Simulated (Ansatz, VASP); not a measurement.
## Sn in VASP and in Ansatz

```
Sn
1.0
     0.00000    3.27017    3.27017
     3.27017    0.00000    3.27017
     3.27017    3.27017    0.00000
Sn
2
Direct
  0.00000 0.00000 0.00000
  0.25000 0.25000 0.25000
```

Alike in both runs: functional PBEsol; k mesh 12 × 12 × 12; occupations gaussian, width 0.1 eV; no spin polarisation.

Ansatz relaxed the structure, and its values are those at the end. VASP's run is a single point on that final structure, the one shown.

|  | VASP | Ansatz |
| --- | --- | --- |
| version | VASP 6.6.1 | Ansatz 0.2.0 |
| potentials or method | VASP PAW PBE potentials, release 64 (Sn_d), cutoff 520 eV | scalar-relativistic, plane waves, PAW |
| valence electrons in the cell | 28 | 28 |

Ansatz gave:

```
gap on the k mesh at the Fermi level (eV) : none
pressure (GPa)                            : 0.0
```

Question: Which values does VASP return?

Answer: gap on the k mesh at the Fermi level (eV): none; pressure (GPa): -0.1.

VASP's potentials were made for PBE, not for PBEsol. A gap of «none» marks a metal or a gap that the smearing closes.
